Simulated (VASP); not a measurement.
**LiCl: single point with PBE**

LiCl:

```xyz
2
Lattice="0.0000 2.6674 2.6674 2.6674 0.0000 2.6674 2.6674 2.6674 0.0000" Properties=species:S:1:pos:R:3 pbc="T T T"
Li    0.0000    0.0000    0.0000
Cl    2.6674    2.6674    2.6674
```

This cell differs from its parent crystal: strain +0.040 along x and y, +0.040 along z.

```
Program                : VASP 6.6.1
Task                   : single point
Functional             : PBE
Potentials or basis    : VASP PAW PBE potentials, release 64 (Li_sv, Cl)
Cutoff                 : 520 eV
k mesh                 : 8 × 8 × 8
Occupations            : gaussian, width 0.05 eV
Spin                   : no spin polarisation
Dipole correction      : no
Further INCAR settings : ALGO = Normal; EDIFF = 1e-07; NBANDS = 12
```

| Quantity | Value |
| --- | --- |
| Band gap on the k mesh | 5.72 eV |

Levels at points of the mesh, in eV from the valence-band top:
```tsv
k point	band 3	band 4	band 5	band 6	band 7	band 8
(0.00, 0.00, 0.00)	0.00	0.00	0.00	5.72	11.82	11.82
(0.50, 0.00, 0.00)	-2.37	-0.21	-0.21	6.63	9.41	9.41
(0.50, 0.50, 0.00)	-2.40	-0.90	-0.90	7.61	8.43	11.49
```

Wall time 16 s on 1 thread of Intel(R) Xeon(R) Platinum 8375C CPU @ 2.90GHz (Ice Lake), with other jobs on the host, peak memory 0.14 GiB.

Caveat: the cell differs from its parent crystal (strain +0.040 along x and y, +0.040 along z). A k mesh can miss the band edges.
